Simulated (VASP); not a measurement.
Here is a VASP 6.6.1 calculation.

Contents of POSCAR:

```
Mg
1.0
    3.1792161378      0.0000000000      0.0000000000
   -1.5896080689      2.7532819395      0.0000000000
    0.0000000000      0.0000000000      5.1636996082
Mg
2
Direct
    0.3333333333      0.6666666667      0.2500000000
    0.6666666667      0.3333333333      0.7500000000
```

Contents of INCAR.step1:

```
PREC = Accurate
ENCUT = 520
ISMEAR = -1
SIGMA = 0.05
LREAL = F
LASPH = T
NELM = 80
NBANDS = 9
GGA = PE
ALGO = Normal
EDIFF = 1E-4
LWAVE = T
LCHARG = F
```

The input INCAR.step2:

```
PREC = Accurate
ENCUT = 520
EDIFF = 1E-7
ISMEAR = -1
SIGMA = 0.05
LREAL = F
LASPH = T
NELM = 80
ALGO = Normal
ISIF = 2
LWAVE = F
LCHARG = F
METAGGA = R2SCAN
LMIXTAU = T
NBANDS = 9
ISTART = 1
```

KPOINTS

```
Automatic mesh
0
Gamma
  14 14 8
```

Potentials or basis: VASP PAW PBE potentials, release 64 (Mg).

Run with:

```bash
$ cat potpaw_PBE.64/Mg/POTCAR > POTCAR
$ cp INCAR.step1 INCAR
$ mpirun -np 1 vasp_std > vasp.out
$ cp INCAR.step2 INCAR
$ mpirun -np 1 vasp_std > vasp.out
```

Question: What does it give for the band gap on the k mesh?

Answer: Zero (band 2 reaches 3.52 eV, above the bottom of band 3 at 1.53 eV).

Question: What does it give for the pressure?

Answer: -0.3 GPa.

Caveat: the PAW data sets were made with another functional, which shifts forces and pressure a little.
